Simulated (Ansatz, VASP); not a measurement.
**In in VASP and in Ansatz**

The input INCAR:

```
SYSTEM = In
ALGO = Normal ; EDIFF = 1E-6
EDIFFG = -0.04 ; ENCUT = 600
GGA = PE ; IBRION = 2
ISIF = 3 ; ISMEAR = 0
LASPH = .True. ; LCHARG = .False.
LREAL = .False. ; LWAVE = .False.
NELM = 100 ; NSW = 90
PREC = Accurate ; SIGMA = 0.1
```

Contents of KPOINTS:

```
k-points
0
Gamma
  4 4 4
  0 0 0
```

The input POSCAR:

```
In
1.0
    4.1776491800      0.0000000000      0.0000000000
    0.0000000000      4.1776491800      0.0000000000
    0.0000000000      0.0000000000      4.1776491800
In
3
Direct
    0.5000000000      0.0000000000      0.0000000000
    0.0000000000      0.5000000000      0.0000000000
    0.0000000000      0.0000000000      0.5000000000
```

Input for Ansatz:

```yaml
crystal:
  lattice:
    - [4.17764918, 0.0, 0.0]
    - [0.0, 4.17764918, 0.0]
    - [0.0, 0.0, 4.17764918]
  atoms:
    - { symbol: In, position: [0.5, 0.0, 0.0] }
    - { symbol: In, position: [0.0, 0.5, 0.0] }
    - { symbol: In, position: [0.0, 0.0, 0.5] }
basis:
  ecutwfc: 420
kpoints:
  mp_grid: { grid: [4, 4, 4] }
hamiltonian:
  xc: pbe
scf:
  occupations: { method: gaussian, width: 0.1 }
  lower_state_search: "off"
output:
  forces: true
  stress: true
  eigenvalues: true
relax:
  adjacent_minimum: "off"
  f_tol: 0.04
  max_steps: 70
  cell: { stress_tol: 0.4 }
```

Alike in both runs: task relaxation of cell and atoms; functional PBE; k mesh 4 × 4 × 4; occupations gaussian, width 0.1 eV; no spin polarisation.

```csv
,VASP,Ansatz
version,VASP 6.6.1,Ansatz 0.2.0
potentials or method,"VASP PAW PBE potentials, release 64 (In_d), cutoff 600 eV","scalar-relativistic, plane waves, PAW"
valence electrons in the cell,39,39
```

VASP gave:

```
gap on the k mesh at the Fermi level, each at its own relaxed structure (eV) : none
relaxed volume (Å³/atom)                                                     : 30.85
relaxed cell length with the largest relative difference (Å)                 : 4.523
```

What did Ansatz give for the same quantities?

gap on the k mesh at the Fermi level, each at its own relaxed structure (eV): none; relaxed volume (Å³/atom): 30.78; relaxed cell length with the largest relative difference (Å): 4.520.

A gap of «none» marks a metal or a gap that the smearing closes.

The k mesh is coarse, so the values compare programs but aren't converged. Noted on VASP's run: the volume moved by over 15 % at a fixed basis, so the end points are rough.
